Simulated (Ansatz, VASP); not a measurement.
ZnO in VASP and in Ansatz

Contents of POSCAR:

```
ZnO
1.0
    3.1340336325      0.0000000000      0.0000000000
   -1.5670168162      2.7141527420      0.0000000000
    0.0000000000      0.0000000000      5.5532965947
Zn O
2 2
Direct
    0.3333333333      0.6666666667      0.0012360745
    0.6666666667      0.3333333333      0.5012360745
    0.3333333333      0.6666666667      0.3808639255
    0.6666666667      0.3333333333      0.8808639255
```

File INCAR.step1:

```
ALGO = Normal
EDIFF = 1E-4
ENCUT = 520
GGA = PE
ISMEAR = 0
LASPH = True
LCHARG = False
LREAL = False
LWAVE = True
NBANDS = 26
NELM = 80
PREC = Accurate
SIGMA = 0.05
```

File INCAR.step2:

```
ALGO = Normal
EDIFF = 1E-6
ENCUT = 520
ISIF = 2
ISMEAR = 0
ISTART = 1
LASPH = True
LCHARG = True
LELF = True
LMIXTAU = True
LREAL = False
LVHAR = True
LWAVE = False
METAGGA = R2SCAN
NBANDS = 26
NELM = 80
PREC = Accurate
SIGMA = 0.05
```

File KPOINTS:

```
k-points
0
Gamma
  12 12 6
```

Input for Ansatz:

```yaml
crystal:
  lattice:
    - [3.1340336325, 0.0, 0.0]
    - [-1.5670168162, 2.714152742, 0.0]
    - [0.0, 0.0, 5.5532965947]
  atoms:
    - { symbol: Zn, position: [0.3333333333, 0.6666666667, 0.0012360745] }
    - { symbol: Zn, position: [0.6666666667, 0.3333333333, 0.5012360745] }
    - { symbol: O, position: [0.3333333333, 0.6666666667, 0.3808639255] }
    - { symbol: O, position: [0.6666666667, 0.3333333333, 0.8808639255] }
basis:
  ecutwfc: 500
kpoints:
  mp_grid: { grid: [12, 12, 6] }
hamiltonian:
  xc: r2scan
scf:
  occupations: { method: gaussian, width: 0.05 }
output:
  forces: true
  stress: true
  eigenvalues: true
  write_density: true
  write_potential: true
  elf: true
  volumetric_format: npy
```

Alike in both runs: task single point; functional r2SCAN; k mesh 12 × 12 × 6; occupations gaussian, width 0.05 eV; no spin polarisation.

|  | VASP | Ansatz |
| --- | --- | --- |
| version | VASP 6.6.1 | Ansatz 0.2.0 |
| potentials or method | VASP PAW PBE potentials, release 64 (Zn, O), cutoff 520 eV | scalar-relativistic, plane waves, PAW |
| valence electrons in the cell | 36 | 36 |

Ansatz gave:

```
gap on the k mesh at the Fermi level (eV)                     : 1.03
least direct gap on the mesh (eV)                             : 1.03
pressure (GPa)                                                : 1.9
traceless stress, the component that is largest in VASP (GPa) : -13.36
rms of the force components (eV/Å)                            : 0.348
```

Q: Which values does VASP return?

A: gap on the k mesh at the Fermi level (eV): 1.02; least direct gap on the mesh (eV): 1.02; pressure (GPa): 3.0; traceless stress, the component that is largest in VASP (GPa): -13.90; rms of the force components (eV/Å): 0.368.

VASP's potentials were made for PBE, not for r2SCAN. Atom by atom the forces differ by 0.020 eV/Å (rms over components).
